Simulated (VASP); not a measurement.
# CaO (Fm-3m) in VASP: settings compared

CaO is run at these levels: LDA, PBEsol, RPBE; tasks: single point.

Everything below comes from runs of VASP 6.6.1. Logs are shortened: lines on timing, memory, paths and dates and some standing lists are left out, and cuts for length are marked.

**1. The cell of the first run**

It takes space group Fm-3m (No. 225, cubic). Conventional cell: a = 4.708 Å, b = 4.708 Å, c = 4.708 Å, α = 90.00°, β = 90.00°, γ = 90.00°. Ca (site symmetry m-3m) has 6 O at 2.35 Å within 3.1 Å. Within 3.1 Å of O (site symmetry m-3m) lie 6 Ca at 2.35 Å.

**2. Single point, LDA**

Contents of INCAR:

```
  PREC = Accurate
  ENCUT = 520
  EDIFF = 1E-6
  ISMEAR = -1
  SIGMA = 0.05
  LREAL = False
  LASPH = True
  NELM = 60
  ALGO = Normal
  ISIF = 2
  LWAVE = False
  LCHARG = False
  GGA = CA
  NBANDS = 15
```

Contents of KPOINTS:

```
regular mesh
0
Gamma
  10 10 10
```

Contents of POSCAR:

```
CaO
1.0
    0.0000000000      2.3539518073      2.3539518073
    2.3539518073      0.0000000000      2.3539518073
    2.3539518073      2.3539518073      0.0000000000
Ca O
1 1
Direct
    0.0000000000      0.0000000000      0.0000000000
    0.5000000000      0.5000000000      0.5000000000
```

Potentials or basis: VASP PAW LDA potentials, release 64 (Ca_sv, O).

Launch:

```sh
> cat potpaw_LDA.64/Ca_sv/POTCAR potpaw_LDA.64/O/POTCAR > POTCAR
> mpirun -np 1 vasp_std > vasp.out
```

OUTCAR:

```text
PREC = Accurate
   ENCUT = 520
   EDIFF = 1E-6
   ISMEAR = -1
   LREAL = False
   LASPH = True
   NELM = 60
   ISIF = 2
   GGA = CA

 ion  position               nearest neighbor table
   1  0.000  0.000  0.000-   2 2.35   2 2.35   2 2.35   2 2.35   2 2.35   2 2.35
   2  0.500  0.500  0.500-   1 2.35   1 2.35   1 2.35   1 2.35   1 2.35   1 2.35

  LATTYP: Found a face centered cubic cell.
 ALAT       =     4.7079036146

  Lattice vectors:

 A1 = (   0.0000000000,   2.3539518073,   2.3539518073)
 A2 = (   2.3539518073,   0.0000000000,   2.3539518073)
 A3 = (   2.3539518073,   2.3539518073,   0.0000000000)

Analysis of symmetry for initial positions (statically):
=====================================================================
 Subroutine PRICEL returns:
 Original cell was already a primitive cell.

 Routine SETGRP: Setting up the symmetry group for a
 face centered cubic supercell.

 Subroutine GETGRP returns: Found 48 space group operations
 (whereof 48 operations were pure point group operations)
 out of a pool of 48 trial point group operations.

The static configuration has the point symmetry O_h .

Analysis of symmetry for dynamics (positions and initial velocities):
=====================================================================
 Subroutine PRICEL returns:
 Original cell was already a primitive cell.

 Routine SETGRP: Setting up the symmetry group for a
 face centered cubic supercell.

 Subroutine GETGRP returns: Found 48 space group operations
 (whereof 48 operations were pure point group operations)
 out of a pool of 48 trial point group operations.

The dynamic configuration has the point symmetry O_h .

 Subroutine INISYM returns: Found 48 space group operations
 (whereof 48 operations are pure point group operations),
 and found     1 'primitive' translations

----------------------------------------------------------------------------------------

                                     Primitive cell

  volume of cell :      26.0869

  direct lattice vectors                    reciprocal lattice vectors
     0.000000000  2.353951807  2.353951807    -0.212408767  0.212408767  0.212408767
     2.353951807  0.000000000  2.353951807     0.212408767 -0.212408767  0.212408767
     2.353951807  2.353951807  0.000000000     0.212408767  0.212408767 -0.212408767

  length of vectors
     3.328990571  3.328990571  3.328990571     0.367902776  0.367902776  0.367902776

  position of ions in fractional coordinates (direct lattice)
     0.000000000  0.000000000  0.000000000
     0.500000000  0.500000000  0.500000000

  ion indices of the primitive-cell ions
   primitive index   ion index
                 1           1
                 2           2

----------------------------------------------------------------------------------------

 KPOINTS: regular mesh

Automatic generation of k-mesh.
 Grid dimensions read from file:
 generate k-points for:   10   10   10

 Generating k-lattice:

  Cartesian coordinates                     Fractional coordinates (reciprocal lattice)
    -0.021240877  0.021240877  0.021240877     0.100000000  0.000000000  0.000000000
     0.021240877 -0.021240877  0.021240877     0.000000000  0.100000000  0.000000000
     0.021240877  0.021240877 -0.021240877     0.000000000  0.000000000  0.100000000

  Length of vectors
     0.036790278  0.036790278  0.036790278

  Shift w.r.t. Gamma in fractional coordinates (k-lattice)
     0.000000000  0.000000000  0.000000000

 Subroutine IBZKPT returns following result:
 ===========================================

 Found     47 irreducible k-points:

 Following reciprocal coordinates:
            Coordinates               Weight
  0.000000  0.000000  0.000000      1.000000
  0.100000  0.000000  0.000000      8.000000
  0.200000  0.000000  0.000000      8.000000
  0.300000  0.000000  0.000000      8.000000
  0.400000  0.000000  0.000000      8.000000
  0.500000  0.000000  0.000000      4.000000
[... 16 lines left out ...]
  0.300000  0.300000  0.000000      6.000000
  0.400000  0.300000  0.000000     24.000000
 [... further k-points ...]
   k-points           NKPTS =     47   k-points in BZ     NKDIM =     47   number of bands    NBANDS=     15
   number of dos      NEDOS =    301   number of ions     NIONS =      2
   total plane-waves  NPLWV =  21952
   dimension x,y,z NGX =    28 NGY =   28 NGZ =   28
   dimension x,y,z NGXF=    56 NGYF=   56 NGZF=   56
   ions per type =               1   1
   NGX,Y,Z   is equivalent  to a cutoff of  13.98, 13.98, 13.98 a.u.
   NGXF,Y,Z  is equivalent  to a cutoff of  27.97, 27.97, 27.97 a.u.
 SYSTEM =  unknown system
   PREC   = accura    normal or accurate (medium, high low for compatibility)
   ISTART =      0    job   : 0-new  1-cont  2-samecut
   ICHARG =      2    charge: 1-file 2-atom 10-const
   ISPIN  =      1    spin polarized calculation?
   LNONCOLLINEAR =      F non collinear calculations
   LSORBIT =      F    spin-orbit coupling
   LASPH  =      T    aspherical Exc in radial PAW
   ENCUT  =  520.0 eV  38.22 Ry    6.18 a.u.   6.19  6.19  6.19*2*pi/ulx,y,z
   NELM   =     60;   NELMIN=  2; NELMDL= -5     # of ELM steps
   EDIFF  = 0.1E-05   stopping-criterion for ELM
   LREAL  =      F    real-space projection
   EDIFFG = 0.1E-04   stopping-criterion for IOM
   NSW    =      0    number of steps for IOM
   IBRION =     -1    ionic relax: 0-MD 1-quasi-New 2-CG
   NFREE  =      0    steps in history (QN), initial steepest desc. (CG)
   ISIF   =      2    stress and relaxation
   ISYM   =      2    0-nonsym 1-usesym 2-fastsym
   POTIM  = 0.5000    time-step for ionic-motion
   TEBEG  =    0.0;   TEEND  =   0.0 temperature during run
   PSTRESS=    0.0 pullay stress
   NELECT =      16.0000    total number of electrons
   NUPDOWN=      -1.0000    fix difference up-down
   EMIN   =  10.00;   EMAX   =-10.00  energy-range for DOS
   EFERMI =   0.00;   METHOD = LEGACY
   ISMEAR =    -1;   SIGMA  =   0.05  broadening in eV -4-tet -1-fermi 0-gaus
   EFERMI_NEDOS =   21; number of points for ismear=-14 and -15
   IALGO  =     38    algorithm
   IMIX   =      4    mixing-type and parameters
     AMIX     =   0.40;   BMIX     =  1.00
     AMIX_MAG =   1.60;   BMIX_MAG =  1.00
  volume/ion in A,a.u.               =      13.04        88.02
  Fermi-wavevector in a.u.,A,eV,Ry     =   1.390936  2.628489 26.323245  1.934704
  Thomas-Fermi vector in A             =   2.514824
   LORBIT       =      0    0 simple, 1 ext, 2 COOP (PROOUT), +10 PAW based schemes
   GGA     = CA    functional components
   LHFCALC =     F    Hartree Fock is set to
   AEXX    =    0.0000 exact exchange contribution
   IVDW    =     0    specifies the selected vdW correction
   LEPSILON=     F    determine dielectric tensor
   LRPA    =     F    only Hartree local field effects (RPA)
 non-spin polarized calculation
  energy-cutoff  :      520.00
  volume of cell :       26.09
 maximum number of plane-waves:       725
 NGX is ok and might be reduce to    28
   NGX = 13   NGY = 13   NGZ = 13

 number of electron      15.9999999 magnetization

 Free energy of the ion-electron system (eV)
  ---------------------------------------------------
  ext. energy  EPLUGINS =         0.00000000
  ---------------------------------------------------
  free energy    TOTEN  =       -14.22037420 eV

  energy without entropy =      -14.22037420  energy(sigma->0) =      -14.22037420

 E-fermi :   3.3917     XC(G=0): -11.3378

 val. band max:        2.3865629239   @ k =   0.0000   0.0000   0.0000
 cond. band min:       5.8052141698   @ k =   0.5000   0.5000   0.0000
 fundamental gap:      3.4186512460
 Fermi energy:         3.3917374704

 k-point     1 :       0.0000    0.0000    0.0000
  band No.  band energies     occupation
      1     -34.4374      2.00000
      2     -15.4299      2.00000
      3     -15.4299      2.00000
      4     -15.4299      2.00000
      5     -12.9443      2.00000
      6       2.3866      2.00000
      7       2.3866      2.00000
      8       2.3866      2.00000
      9       7.4688      0.00000
     10       8.6343      0.00000
     11       8.6343      0.00000
     12       8.6343      0.00000
     13      10.3101      0.00000
     14      10.3101      0.00000
     15      17.5647      0.00000

 k-point     2 :       0.1000    0.0000    0.0000
  band No.  band energies     occupation
      1     -34.4236      2.00000
      2     -15.6356      2.00000
      3     -15.4363      2.00000
      4     -15.4363      2.00000
      5     -12.7337      2.00000
      6       2.0014      2.00000
      7       2.2260      2.00000
      8       2.2260      2.00000
      9       7.9360      0.00000
     10       8.6014      0.00000
     11       8.8238      0.00000
     12       8.8238      0.00000
     13      10.5827      0.00000
     14      10.5827      0.00000
     15      18.0361      0.00000

 k-point     3 :       0.2000    0.0000    0.0000
  band No.  band energies     occupation
      1     -34.3871      2.00000
      2     -16.0714      2.00000
      3     -15.4530      2.00000
      4     -15.4530      2.00000
      5     -12.2842      2.00000
      6       1.1706      2.00000
      7       1.8444      2.00000
      8       1.8444      2.00000
      9       8.5802      0.00000
     10       9.0615      0.00000
     11       9.3483      0.00000
     12       9.3483      0.00000
     13      11.2853      0.00000
     14      11.2853      0.00000
     15      18.8278      0.00000
[... 343 lines left out ...]
 k-point    23 :       0.3000    0.3000    0.0000
  band No.  band energies     occupation
      1     -34.3121      2.00000
      2     -16.2209      2.00000
      3     -15.6249      2.00000
      4     -15.6249      2.00000
      5     -12.2760      2.00000
      6       0.5352      2.00000
      7       2.0400      2.00000
      8       2.0400      2.00000
      9       6.5626      0.00000
     10       9.8315      0.00000
     11      11.1213      0.00000
     12      11.2598      0.00000
     13      11.2598      0.00000
     14      13.2810      0.00000
     15      20.3323      0.00000

 k-point    24 :       0.4000    0.3000    0.0000
  band No.  band energies     occupation
      1     -34.2835      2.00000
      2     -16.2957      2.00000
      3     -15.6913      2.00000
      4     -15.6543      2.00000
      5     -12.2963      2.00000
      6       0.6349      2.00000
      7       1.8093      2.00000
      8       1.9181      2.00000
      9       6.5370      0.00000
     10      10.4269      0.00000
     11      11.4878      0.00000
     12      11.6018      0.00000
     13      11.7399      0.00000
     14      13.6715      0.00000
     15      18.5962      0.00000

 [... further k-points ...]
[... 5 lines left out ...]
  --------------------------------------------------------------------------------------
  -------------------------------------------------------------------------------------
  Total        0.1607911      0.1607911      0.1607911      0.0000000      0.0000000     -0.0000000
  in kB        9.8752899      9.8752899      9.8752899      0.0000000      0.0000000     -0.0000000
  external PRESSURE =       9.8752899 kB  Pullay stress =       0.0000000 kB

 VOLUME and BASIS-vectors are now :
 -----------------------------------------------------------------------------
  energy-cutoff  :      520.00
  volume of cell :       26.09
      direct lattice vectors                 reciprocal lattice vectors
     0.000000000  2.353951807  2.353951807    -0.212408767  0.212408767  0.212408767
     2.353951807  0.000000000  2.353951807     0.212408767 -0.212408767  0.212408767
     2.353951807  2.353951807  0.000000000     0.212408767  0.212408767 -0.212408767

 POSITION                                       TOTAL-FORCE (eV/Angst)
 -----------------------------------------------------------------------------------
      0.00000      0.00000      0.00000        -0.000000     -0.000000     -0.000000
      2.35395      2.35395      2.35395         0.000000      0.000000      0.000000
 -----------------------------------------------------------------------------------
    total drift:                                0.000000      0.000000      0.000000

  FREE ENERGIE OF THE ION-ELECTRON SYSTEM (eV)
  ---------------------------------------------------
  free  energy   TOTEN  =       -14.2203741958 eV

  energy  without entropy=      -14.2203741958  energy(sigma->0) =      -14.22037420
```

Run time: 39 s. Hardware: 1 thread of Intel Xeon 8259CL, shared host; peak memory 0.15 GiB.

What came out:

```yaml
Free_energy: -14.2204 eV
Pressure: 1.0 GPa
Band_gap_on_the_k_mesh: 3.42 eV (least direct gap 3.78 eV)
```

Levels at points of the mesh, in eV from the valence-band top:
```csv
k point,band 4,band 5,band 6,band 7,band 8,band 9,band 10,band 11,band 12,band 13
"(0.00, 0.00, 0.00)",-17.82,-15.33,0.00,0.00,0.00,5.08,6.25,6.25,6.25,7.92
"(0.50, 0.00, 0.00)",-17.88,-13.79,-2.86,-1.36,-1.36,7.24,8.64,8.64,8.79,10.96
"(0.50, 0.50, 0.00)",-18.11,-15.09,-1.27,-0.36,-0.36,3.42,8.49,9.23,9.96,9.96
```

(Continued in part 2 of 2.)
